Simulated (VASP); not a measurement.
# Te2Mo (P-1) in VASP: a series of runs

The runs below take Te2Mo through single point, with r2SCAN.

Program: VASP 6.6.1. These are calculated values, not measurements. Logs are shortened: lines on timing, memory, paths and dates and some standing lists are left out, and cuts for length are marked.

**1. The cell of the first run**

The typed cell holds 6 atoms: a = 3.564 Å, b = 3.564 Å, c = 14.795 Å, α = 87.24°, β = 84.47°, γ = 60.00°.

**2. Single point, r2SCAN (the part above a cut slid along it)**

Input file POSCAR:

```
Te2Mo
1.0
   -3.5635452172      0.0000000000      0.0000000000
   -1.7817726086     -3.0861206856      0.0000000000
   -1.4254180869      0.0000000000     14.7262210532
Te Mo
4 2
Direct
    0.0819397513      0.3333333333      0.6284839550
    0.6152730847      0.6666666667      0.1284839550
   -0.0152730847      0.3333333333      0.8715160450
    0.5180602487      0.6666666667      0.3715160450
    0.2333333333      0.3333333333      0.2500000000
    0.3666666667      0.6666666667      0.7500000000
```

Input file INCAR.step1:

```
PREC     = Accurate       # precision mode
ENCUT    = 550            # plane-wave cutoff, eV
ISMEAR   = 0              # smearing method
SIGMA    = 0.05           # smearing width, eV
LREAL    = F              # projectors in reciprocal space
LASPH    = T              # aspherical terms in the spheres
NELM     = 120            # most SCF steps
NBANDS   = 35             # bands
GGA      = PE             # functional
ALGO     = Normal         # electronic algorithm
EDIFF    = 1E-5           # SCF threshold, eV
LWAVE    = T              # write WAVECAR
LCHARG   = F              # write CHGCAR
GGA_COMPAT= F
```

Input file INCAR.step2:

```
PREC     = Accurate       # precision mode
ENCUT    = 550            # plane-wave cutoff, eV
EDIFF    = 1E-6           # SCF threshold, eV
ISMEAR   = 0              # smearing method
SIGMA    = 0.05           # smearing width, eV
LREAL    = F              # projectors in reciprocal space
LASPH    = T              # aspherical terms in the spheres
NELM     = 120            # most SCF steps
ALGO     = Normal         # electronic algorithm
ISIF     = 2              # what is computed and relaxed
LWAVE    = F              # write WAVECAR
LCHARG   = T              # write CHGCAR
METAGGA  = R2SCAN         # meta-GGA
LMIXTAU  = T            
LELF     = T              # ELF
LVHAR    = T            
NBANDS   = 35             # bands
ISTART   = 1            
GGA_COMPAT= F
```

Input file KPOINTS:

```
Automatic mesh
0
Gamma
  9 9 2
```

Potentials or basis: VASP PAW PBE potentials, release 64 (Te, Mo_sv).

Command:

```
$ cat potpaw_PBE.64/Te/POTCAR potpaw_PBE.64/Mo_sv/POTCAR > POTCAR
$ cp INCAR.step1 INCAR
$ mpirun -np 1 vasp_std > vasp.out
$ cp INCAR.step2 INCAR
$ mpirun -np 1 vasp_std > vasp.out
```

OUTCAR:

```text
PREC = Accurate
   ENCUT = 550
   EDIFF = 1E-6
   ISMEAR = 0
   LREAL = F
   LASPH = T
   NELM = 120
   ISIF = 2
   METAGGA = R2SCAN
   ISTART = 1

 ion  position               nearest neighbor table
   1  0.082  0.333  0.628-   6 2.73   6 2.73   6 2.73   3 3.58
   2  0.615  0.667  0.128-   5 2.73   5 2.73   5 2.73   4 3.58
   3  0.985  0.333  0.872-   6 2.73   6 2.73   6 2.73   1 3.58
   4  0.518  0.667  0.372-   5 2.73   5 2.73   5 2.73   2 3.58
   5  0.233  0.333  0.250-   2 2.73   4 2.73   4 2.73   2 2.73   2 2.73   4 2.73
   6  0.367  0.667  0.750-   1 2.73   3 2.73   1 2.73   3 2.73   3 2.73   1 2.73

  LATTYP: Found a base centered monoclinic cell.
 ALAT       =     3.5635452172
 B/A-ratio  =     1.7320508076
 C/A-ratio  =     4.1517774227
 COS(beta)  =    -0.0963442784

  Lattice vectors:

 A1 = (   1.7817726086,  -3.0861206856,   0.0000000000)
 A2 = (   1.7817726086,   3.0861206856,   0.0000000000)
 A3 = (  -1.4254180869,   0.0000000000,  14.7262210532)

Analysis of symmetry for initial positions (statically):
=====================================================================
 Subroutine PRICEL returns:
 Original cell was already a primitive cell.

 Routine SETGRP: Setting up the symmetry group for a
 base centered monoclinic supercell.

 Subroutine GETGRP returns: Found  2 space group operations
 (whereof  1 operations were pure point group operations)
 out of a pool of  4 trial point group operations.

The static configuration has the point symmetry C_1 .
 The point group associated with its full space group is S_2 .

Analysis of symmetry for dynamics (positions and initial velocities):
=====================================================================
 Subroutine PRICEL returns:
 Original cell was already a primitive cell.

 Routine SETGRP: Setting up the symmetry group for a
 base centered monoclinic supercell.

 Subroutine GETGRP returns: Found  2 space group operations
 (whereof  1 operations were pure point group operations)
 out of a pool of  4 trial point group operations.

The dynamic configuration has the point symmetry C_1 .
 The point group associated with its full space group is S_2 .

 Subroutine INISYM returns: Found  2 space group operations
 (whereof  1 operations are pure point group operations),
 and found     1 'primitive' translations

----------------------------------------------------------------------------------------

                                     Primitive cell

  volume of cell :     161.9521

  direct lattice vectors                    reciprocal lattice vectors
    -3.563545217  0.000000000  0.000000000    -0.280619422  0.162015699 -0.027162433
    -1.781772609 -3.086120686  0.000000000     0.000000000 -0.324031398  0.000000000
    -1.425418087  0.000000000 14.726221053     0.000000000  0.000000000  0.067906084

  length of vectors
     3.563545217  3.563545217 14.795046577     0.325167871  0.324031398  0.067906084

  position of ions in fractional coordinates (direct lattice)
     0.081939751  0.333333333  0.628483955
     0.615273085  0.666666667  0.128483955
     0.984726915  0.333333333  0.871516045
     0.518060249  0.666666667  0.371516045
     0.233333333  0.333333333  0.250000000
     0.366666667  0.666666667  0.750000000

  ion indices of the primitive-cell ions
   primitive index   ion index
                 1           1
                 2           2
                 3           3
                 4           4
                 5           5
                 6           6

----------------------------------------------------------------------------------------

 KPOINTS: Automatic mesh

Automatic generation of k-mesh.
 Grid dimensions read from file:
 generate k-points for:    9    9    2

 Generating k-lattice:

  Cartesian coordinates                     Fractional coordinates (reciprocal lattice)
    -0.031179936  0.018001744 -0.003018048     0.111111111 -0.000000000  0.000000000
     0.000000000 -0.036003489  0.000000000     0.000000000  0.111111111  0.000000000
     0.000000000  0.000000000  0.033953042     0.000000000  0.000000000  0.500000000

  Length of vectors
     0.036129763  0.036003489  0.033953042

  Shift w.r.t. Gamma in fractional coordinates (k-lattice)
     0.000000000  0.000000000  0.000000000

 Subroutine IBZKPT returns following result:
 ===========================================

 Found     82 irreducible k-points:

 Following reciprocal coordinates:
            Coordinates               Weight
  0.000000  0.000000  0.000000      1.000000
  0.111111 -0.000000  0.000000      2.000000
 -0.111111 -0.111111  0.000000      2.000000
  0.222222 -0.000000  0.000000      2.000000
 -0.222222 -0.222222  0.000000      2.000000
  0.333333 -0.000000  0.000000      2.000000
[... 16 lines left out ...]
  0.111111  0.222222  0.000000      2.000000
  0.000000  0.222222  0.000000      2.000000
 [... further k-points ...]
   k-points           NKPTS =     82   k-points in BZ     NKDIM =     82   number of bands    NBANDS=     35
   number of dos      NEDOS =    301   number of ions     NIONS =      6
   total plane-waves  NPLWV =  94080
   dimension x,y,z NGX =    28 NGY =   28 NGZ =  120
   dimension x,y,z NGXF=    56 NGYF=   56 NGZF=  240
   ions per type =               4   2
   NGX,Y,Z   is equivalent  to a cutoff of  13.06, 13.06, 13.48 a.u.
   NGXF,Y,Z  is equivalent  to a cutoff of  26.13, 26.13, 26.97 a.u.
 SYSTEM =  unknown system
   PREC   = accura    normal or accurate (medium, high low for compatibility)
   ISTART =      1    job   : 0-new  1-cont  2-samecut
   ICHARG =      0    charge: 1-file 2-atom 10-const
   ISPIN  =      1    spin polarized calculation?
   LNONCOLLINEAR =      F non collinear calculations
   LSORBIT =      F    spin-orbit coupling
   LASPH  =      T    aspherical Exc in radial PAW
   ENCUT  =  550.0 eV  40.42 Ry    6.36 a.u.   6.81  6.81 28.29*2*pi/ulx,y,z
   NELM   =    120;   NELMIN=  2; NELMDL=  0     # of ELM steps
   EDIFF  = 0.1E-05   stopping-criterion for ELM
   LREAL  =      F    real-space projection
   EDIFFG = 0.1E-04   stopping-criterion for IOM
   NSW    =      0    number of steps for IOM
   IBRION =     -1    ionic relax: 0-MD 1-quasi-New 2-CG
   NFREE  =      0    steps in history (QN), initial steepest desc. (CG)
   ISIF   =      2    stress and relaxation
   ISYM   =      2    0-nonsym 1-usesym 2-fastsym
   POTIM  = 0.5000    time-step for ionic-motion
   TEBEG  =    0.0;   TEEND  =   0.0 temperature during run
   PSTRESS=    0.0 pullay stress
   NELECT =      52.0000    total number of electrons
   NUPDOWN=      -1.0000    fix difference up-down
   EMIN   =  10.00;   EMAX   =-10.00  energy-range for DOS
   EFERMI =   0.00;   METHOD = LEGACY
   ISMEAR =     0;   SIGMA  =   0.05  broadening in eV -4-tet -1-fermi 0-gaus
   EFERMI_NEDOS =   21; number of points for ismear=-14 and -15
   IALGO  =     38    algorithm
   IMIX   =      4    mixing-type and parameters
     AMIX     =   0.40;   BMIX     =  1.00
     AMIX_MAG =   1.60;   BMIX_MAG =  1.00
  volume/ion in A,a.u.               =      26.99       182.15
  Fermi-wavevector in a.u.,A,eV,Ry     =   1.121021  2.118423 17.098282  1.256688
  Thomas-Fermi vector in A             =   2.257672
   LORBIT       =      0    0 simple, 1 ext, 2 COOP (PROOUT), +10 PAW based schemes
   METAGGA = R2SCAN    functional components
   LHFCALC =     F    Hartree Fock is set to
   AEXX    =    0.0000 exact exchange contribution
   IVDW    =     0    specifies the selected vdW correction
   LEPSILON=     F    determine dielectric tensor
   LRPA    =     F    only Hartree local field effects (RPA)
 non-spin polarized calculation
 Gauss-broadening in eV      SIGMA  =   0.05
  energy-cutoff  :      550.00
  volume of cell :      161.95
 maximum number of plane-waves:      4768
   NGX = 13   NGY = 13   NGZ = 57

 number of electron      51.9999998 magnetization

 Free energy of the ion-electron system (eV)
  ---------------------------------------------------
  ext. energy  EPLUGINS =         0.00000000
  ---------------------------------------------------
  free energy    TOTEN  =      -155.60971056 eV

  energy without entropy =     -155.60971056  energy(sigma->0) =     -155.60971056

 E-fermi :   7.3645     XC(G=0): -10.5192

 val. band max:        6.9943997294   @ k =   0.0000   0.0000   0.0000
 cond. band min:       8.0254621512   @ k =  -0.3333   0.3333   0.0000
 fundamental gap:      1.0310624218
 Fermi energy:         7.3645128309

 k-point     1 :       0.0000    0.0000    0.0000
  band No.  band energies     occupation
      1     -55.7236      2.00000
      2     -55.7236      2.00000
      3     -29.1437      2.00000
      4     -29.1437      2.00000
      5     -29.0544      2.00000
      6     -29.0544      2.00000
[... 27 lines left out ...]
     34      10.4208      0.00000
     35      12.9440      0.00000

 k-point     2 :       0.1111   -0.0000    0.0000
  band No.  band energies     occupation
      1     -55.7225      2.00000
      2     -55.7225      2.00000
      3     -29.1404      2.00000
      4     -29.1404      2.00000
      5     -29.0690      2.00000
      6     -29.0690      2.00000
[... 27 lines left out ...]
     34      10.2540      0.00000
     35      13.4402      0.00000

 k-point     3 :      -0.1111   -0.1111    0.0000
  band No.  band energies     occupation
      1     -55.7225      2.00000
      2     -55.7225      2.00000
      3     -29.1404      2.00000
      4     -29.1404      2.00000
      5     -29.0689      2.00000
      6     -29.0689      2.00000
[... 27 lines left out ...]
     34      10.2607      0.00000
     35      13.4271      0.00000
[... 723 lines left out ...]
 k-point    23 :       0.1111    0.2222    0.0000
  band No.  band energies     occupation
      1     -55.7206      2.00000
      2     -55.7206      2.00000
      3     -29.1345      2.00000
      4     -29.1345      2.00000
      5     -29.0932      2.00000
      6     -29.0932      2.00000
[... 27 lines left out ...]
     34      10.5187      0.00000
     35      13.7781      0.00000

 k-point    24 :       0.0000    0.2222    0.0000
  band No.  band energies     occupation
      1     -55.7198      2.00000
      2     -55.7198      2.00000
      3     -29.1321      2.00000
      4     -29.1320      2.00000
      5     -29.1055      2.00000
      6     -29.1055      2.00000
[... 27 lines left out ...]
     34      10.5041      0.00000
     35      13.5581      0.00000

 [... further k-points ...]
[... 5 lines left out ...]
  --------------------------------------------------------------------------------------
  -------------------------------------------------------------------------------------
  Total        0.0703959      0.2121794      0.7544908     -0.0242332     -0.3036942      0.1576148
  in kB        0.6964201      2.0990718      7.4641101     -0.2397364     -3.0044192      1.5592687
  external PRESSURE =       3.4198674 kB  Pullay stress =       0.0000000 kB

 VOLUME and BASIS-vectors are now :
 -----------------------------------------------------------------------------
  energy-cutoff  :      550.00
  volume of cell :      161.95
      direct lattice vectors                 reciprocal lattice vectors
    -3.563545217  0.000000000  0.000000000    -0.280619422  0.162015699 -0.027162433
    -1.781772609 -3.086120686  0.000000000     0.000000000 -0.324031398  0.000000000
    -1.425418087  0.000000000 14.726221053     0.000000000  0.000000000  0.067906084

 POSITION                                       TOTAL-FORCE (eV/Angst)
 -----------------------------------------------------------------------------------
     -1.78177     -1.02871      9.25519         0.001285     -0.000147     -0.029721
     -3.56355     -2.05741      1.89208         0.024127     -0.054081      0.092112
     -5.34532     -1.02871     12.83414        -0.024127      0.054081     -0.092112
     -3.56355     -2.05741      5.47103        -0.001285      0.000147      0.029721
     -1.78177     -1.02871      3.68156         0.012151     -0.013892      0.013124
     -3.56355     -2.05741     11.04467        -0.012151      0.013892     -0.013124
 -----------------------------------------------------------------------------------
    total drift:                               -0.000008     -0.000008     -0.000001

  FREE ENERGIE OF THE ION-ELECTRON SYSTEM (eV)
  ---------------------------------------------------
  free  energy   TOTEN  =      -155.6097105640 eV

  energy  without entropy=     -155.6097105640  energy(sigma->0) =     -155.60971056
```

It took 15 min on 1 thread of Intel Xeon 6975P-C (Granite Rapids), shared host; peak memory 0.61 GiB.

What came out:

| Quantity | Value |
| --- | --- |
| Free energy | -155.6097 eV |
| Pressure | 0.3 GPa |
| Largest force | 0.110 eV/Å |
| Band gap on the k mesh | 1.03 eV (least direct gap 1.08 eV) |

Forces on the atoms (eV/Å):
```
Te   0.001  0.000 -0.030
Te   0.024 -0.054  0.092
Te  -0.024  0.054 -0.092
Te  -0.001  0.000  0.030
Mo   0.012 -0.014  0.013
Mo  -0.012  0.014 -0.013
```

Caveat: the cell differs from its parent crystal (the part above a cut slid along it); the PAW data sets were made with another functional, which shifts forces and pressure a little; spin-orbit coupling is left out, which moves the levels of the heavy elements. A k mesh can miss the band edges.

(Continued in part 2 of 2.)
